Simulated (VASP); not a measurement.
Here is a VASP 6.6.1 calculation.

File INCAR:

```
SYSTEM = SnO
ALGO = Normal ; EDIFF = 1E-6
ENCUT = 520 ; GGA = PS
ISIF = 2 ; ISMEAR = 0
LASPH = .TRUE. ; LCHARG = .FALSE.
LREAL = .FALSE. ; LWAVE = .FALSE.
NBANDS = 28 ; NELM = 60
PREC = Accurate ; SIGMA = 0.15
```

The input KPOINTS:

```
k-points
0
G
  14 14 12
  0 0 0
```

File POSCAR:

```
SnO
1.0
    3.7406666942      0.0000000000      0.0000000000
    0.0000000000      3.7406666942      0.0000000000
    0.0000000000      0.0000000000      4.9958856759
Sn O
2 2
Direct
    0.0000000000      0.5000000000      0.2385000000
    0.5000000000      0.0000000000      0.7615000000
    0.0000000000      0.0000000000      0.0000000000
    0.5000000000      0.5000000000      0.0000000000
```

Potentials or basis: VASP PAW PBE potentials, release 64 (Sn_d, O).

Run with:

```sh
$ cat potpaw_PBE.64/Sn_d/POTCAR potpaw_PBE.64/O/POTCAR > POTCAR
$ mpirun -np 1 vasp_std > vasp.out
```

Q: Predict the pressure.

A: 0.9 GPa.

Q: What does it give for the band gap on the k mesh?

A: Zero (bands 20 and 21 overlap by 0.19 eV).

Forces in eV/Å, atoms in the order of the input:
```
Sn   0.000  0.000 -0.116
Sn   0.000  0.000  0.116
O    0.000  0.000  0.000
O    0.000  0.000  0.000
```

Caveat: semilocal functionals underestimate gaps, and a narrow one can read as zero; the PAW data sets were made with another functional, which shifts forces and pressure a little; spin-orbit coupling is left out, which moves the levels of the heavy elements.
